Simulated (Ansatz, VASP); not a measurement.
## One calculation of TiO2, two programs

POSCAR

```
TiO2
1.0
    2.7060340000     -2.7066550000      0.0000000000
    2.7060340000      2.7066550000      0.0000000000
   -2.6335310000      0.0000000000      4.7966370000
Ti O
2 4
Direct
    0.1341100000      0.8658900000      0.2500000000
    0.8658900000      0.1341100000      0.7500000000
    0.3312210000      0.0887550000      0.6671490000
    0.6687790000      0.9112450000      0.3328510000
    0.9112450000      0.6687790000      0.8328510000
    0.0887550000      0.3312210000      0.1671490000
```

Contents of INCAR.step1:

```
PREC = Accurate
ENCUT = 910
ISMEAR = 0
SIGMA = 0.02
LREAL = F
LASPH = T
NELM = 120
NBANDS = 33
GGA = PE
ALGO = Normal
EDIFF = 1E-5
LWAVE = T
LCHARG = F
GGA_COMPAT = F
```

The input INCAR.step2:

```
PREC = Accurate
ENCUT = 910
EDIFF = 1E-6
ISMEAR = 0
SIGMA = 0.02
LREAL = F
LASPH = T
NELM = 120
ALGO = Normal
ISIF = 2
LWAVE = F
LCHARG = T
METAGGA = R2SCAN
LMIXTAU = T
LELF = T
LVHAR = T
NBANDS = 33
ISTART = 1
GGA_COMPAT = F
```

File KPOINTS:

```
regular mesh
0
Gamma
  4 4 2
```

Input for Ansatz:

```yaml
crystal:
  lattice:
    - [2.706034, -2.706655, 0.0]
    - [2.706034, 2.706655, 0.0]
    - [-2.633531, 0.0, 4.796637]
  atoms:
    - { symbol: Ti, position: [0.13411, 0.86589, 0.25] }
    - { symbol: Ti, position: [0.86589, 0.13411, 0.75] }
    - { symbol: O, position: [0.331221, 0.088755, 0.667149] }
    - { symbol: O, position: [0.668779, 0.911245, 0.332851] }
    - { symbol: O, position: [0.911245, 0.668779, 0.832851] }
    - { symbol: O, position: [0.088755, 0.331221, 0.167149] }
basis:
  ecutwfc: 500
kpoints:
  mp_grid: { grid: [4, 4, 2] }
hamiltonian:
  xc: r2scan
scf:
  occupations: { method: gaussian, width: 0.02 }
output:
  forces: true
  stress: true
  eigenvalues: true
```

Alike in both runs: task single point; functional r2SCAN; k mesh 4 × 4 × 2; occupations gaussian, width 0.02 eV; no spin polarisation.

|  | VASP | Ansatz |
| --- | --- | --- |
| version | VASP 6.6.1 | Ansatz 0.2.0 |
| potentials or method | VASP PAW PBE potentials, release 64 (Ti_sv, O_h), cutoff 910 eV | scalar-relativistic, plane waves, PAW |
| valence electrons in the cell | 48 | 48 |

Ansatz gave:

```
gap on the k mesh at the Fermi level (eV) : 2.44
least direct gap on the mesh (eV)         : 2.89
rms of the force components (eV/Å)        : 0.107
```

Task: Which values does VASP return?

Result: gap on the k mesh at the Fermi level (eV): 2.47; least direct gap on the mesh (eV): 2.92; rms of the force components (eV/Å): 0.093.

VASP's potentials were made for PBE, not for r2SCAN. Atom by atom the forces differ by 0.019 eV/Å (rms over components).

The k mesh is coarse, so the values compare programs but aren't converged. Noted on VASP's run: the cutoff is short for stress, so the pressure is rough.
